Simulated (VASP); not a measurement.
Set up this calculation in VASP 6.6.1, as the native input.

* Task: single point
* Functional: PBE
* Potentials or basis: VASP PAW PBE potentials, release 64 (Cd, Te)
* Cutoff: 520 eV
* k mesh: 10 × 10 × 10
* Occupations: gaussian, width 0.02 eV
* Spin: no spin polarisation
* Dipole correction: no
* Further INCAR settings: ALGO = Normal; EDIFF = 1e-06; NBANDS = 16

The structure of CdTe lies in POSCAR:

```
CdTe
1.0
    0.0000000000      3.3091730126      3.3091730126
    3.3091730126      0.0000000000      3.3091730126
    3.3091730126      3.3091730126      0.0000000000
Cd Te
1 1
Direct
    0.0000000000      0.0000000000      0.0000000000
    0.7500000000      0.7500000000      0.7500000000
```

These files were run (other wordings do the same):

INCAR

```
SYSTEM = CdTe
ALGO = Normal
EDIFF = 1E-6
ENCUT = 520
GGA = PE
ISIF = 2
ISMEAR = 0
LASPH = .TRUE.
LCHARG = .FALSE.
LREAL = .FALSE.
LWAVE = .FALSE.
NBANDS = 16
NELM = 80
PREC = Accurate
SIGMA = 0.02
```

KPOINTS

```
k-points
0
G
  10 10 10
  0 0 0
```

Potentials or basis: VASP PAW PBE potentials, release 64 (Cd, Te).

Command:

```sh
$ cat potpaw_PBE.64/Cd/POTCAR potpaw_PBE.64/Te/POTCAR > POTCAR
$ mpirun -np 1 vasp_std > vasp.out
```

Results of the run:

```json
{
 "Pressure": "0.1 GPa",
 "Band gap on the k mesh": "0.58 eV, direct"
}
```

Caveat: spin-orbit coupling is left out, which moves the levels of the heavy elements.

Wall time 40 s on 1 thread of Intel Xeon 6975P-C (shared host), peak memory 0.24 GiB.
